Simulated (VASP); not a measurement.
Here is a VASP 6.6.1 calculation.

Contents of INCAR:

```
SYSTEM = Ca3Ge
  PREC = Accurate
  ENCUT = 520
  EDIFF = 1E-7
  ISMEAR = 0
  SIGMA = 0.1
  LREAL = .False.
  LASPH = .True.
  NELM = 80
  ALGO = Fast
  ISIF = 2
  LWAVE = .False.
  LCHARG = .False.
  GGA = PE
  NBANDS = 30
```

The input KPOINTS:

```
Automatic mesh
0
Gamma
  12 12 6
  0 0 0
```

POSCAR

```
Ca3Ge
1.0
    3.6920606481      0.0000000000      0.0000000000
    0.0000000000      3.6920606481      0.0000000000
    0.0000000000      0.0000000000      9.6249085323
Ca Ge
3 1
Direct
    0.0000000000      0.0000000000      0.3195382730
    0.5000000000      0.5000000000      0.0000000000
    0.0000000000      0.0000000000      0.6804617270
    0.5000000000      0.5000000000      0.5000000000
```

Potentials or basis: VASP PAW PBE potentials, release 64 (Ca_sv, Ge_d).

The run is started by

```bash
$ cat potpaw_PBE.64/Ca_sv/POTCAR potpaw_PBE.64/Ge_d/POTCAR > POTCAR
$ mpirun -np 1 vasp_std > vasp.out
```

Q: Predict the band gap on the k mesh.

A: Zero (bands 22 and 23 overlap by 1.44 eV).

Q: Predict the pressure.

A: -0.1 GPa.

Forces in eV/Å, atoms in the order of the input:
```
Ca   0.000  0.000 -0.005
Ca   0.000  0.000  0.000
Ca   0.000  0.000  0.005
Ge   0.000  0.000  0.000
```
